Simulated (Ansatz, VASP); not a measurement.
**One calculation of Lu, two programs**

File INCAR:

```
PREC     = Accurate       # precision mode
ENCUT    = 520            # plane-wave cutoff, eV
EDIFF    = 1E-8           # SCF threshold, eV
ISMEAR   = -1             # smearing method
SIGMA    = 0.03           # smearing width, eV
LREAL    = False          # projectors in reciprocal space
LASPH    = True           # aspherical terms in the spheres
NELM     = 100            # most SCF steps
ALGO     = Normal         # electronic algorithm
ISIF     = 2              # what is computed and relaxed
LWAVE    = False          # write WAVECAR
LCHARG   = False          # write CHGCAR
GGA      = PS             # functional
LEFG     = True         
NBANDS   = 32             # bands
```

KPOINTS

```
regular mesh
0
Gamma
  13 13 8
```

POSCAR

```
Lu
1.0
    3.4981600094      0.0000000000      0.0000000000
   -1.7490800047      3.0294954348      0.0000000000
    0.0000000000      0.0000000000      5.5479824696
Lu
2
Direct
    0.3333333333      0.6666666667      0.2500000000
    0.6666666667      0.3333333333      0.7500000000
```

Input for Ansatz:

```yaml
crystal:
  lattice:
    - [3.4981600094, 0.0, 0.0]
    - [-1.7490800047, 3.0294954348, 0.0]
    - [0.0, 0.0, 5.5479824696]
  atoms:
    - { symbol: Lu, position: [0.3333333333, 0.6666666667, 0.25] }
    - { symbol: Lu, position: [0.6666666667, 0.3333333333, 0.75] }
kpoints:
  mp_grid: { grid: [13, 13, 8] }
scf:
  occupations: { method: fermi_dirac, width: 0.03 }
hamiltonian:
  xc: pbesol
  pseudopotentials: { kind: all_electron, datasets: crystal }
output:
  forces: true
  stress: true
  eigenvalues: true
  efg: { contact_densities: true }
```

Change from the starting cell: volume scaled by 0.99, crystal datasets.

Alike in both runs: task electric field gradients; functional PBEsol; k mesh 13 × 13 × 8; occupations fermi-dirac, width 0.03 eV; no spin polarisation.

|  | VASP | Ansatz |
| --- | --- | --- |
| version | VASP 6.6.1 | Ansatz 0.2.0 |
| potentials or method | VASP PAW PBE potentials, release 64 (Lu), cutoff 520 eV | all-electron PAW with datasets made for the crystal, scalar-relativistic |

|  | VASP | Ansatz | Ansatz less VASP |
| --- | --- | --- | --- |
| pressure (GPa) | -2.9 | -3.0 | -0.11 |
| traceless stress, the component that is largest in VASP (GPa) | -0.84 | -0.84 | -0.001 |
| size of Vzz on the site where it differs most (V/Å²) | 56.4 | 49.4 | -7.00 |

VASP's potentials were made for PBE, not for PBEsol. Ansatz ran all-electron here, and VASP with PAW potentials.

Spin-orbit coupling is off throughout.
